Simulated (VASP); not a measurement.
Here is a VASP 6.6.1 calculation.

The input INCAR:

```
SYSTEM = TiRh3
ALGO = Normal
EDIFF = 1E-6
ENCUT = 520
GGA = CA
ISIF = 2
ISMEAR = -1
LASPH = .True.
LCHARG = .False.
LREAL = .False.
LWAVE = .False.
NBANDS = 36
NELM = 60
PREC = Accurate
SIGMA = 0.1
```

Contents of KPOINTS:

```
k-points
0
Gamma
  6 6 6
  0 0 0
```

The input POSCAR:

```
TiRh3
1.0
    3.8220000000      0.0000000000      0.0000000000
    0.0000000000      3.8220000000      0.0000000000
    0.0000000000      0.0000000000      3.8220000000
Ti Rh
1 3
Direct
    0.0000000000      0.0000000000      0.0000000000
    0.0000000000      0.5000000000      0.5000000000
    0.5000000000      0.0000000000      0.5000000000
    0.5000000000      0.5000000000      0.0000000000
```

Potentials or basis: VASP PAW LDA potentials, release 64 (Ti_sv, Rh_pv).

The run is started by

```console
$ cat potpaw_LDA.64/Ti_sv/POTCAR potpaw_LDA.64/Rh_pv/POTCAR > POTCAR
$ mpirun -np 1 vasp_std > vasp.out
```

Task: Estimate the pressure.

Result: -9.3 GPa.

Task: Predict the band gap on the k mesh.

Result: Zero (an odd number of electrons rules out a gap without spin polarisation).

Caveat: the cell stands under tension.
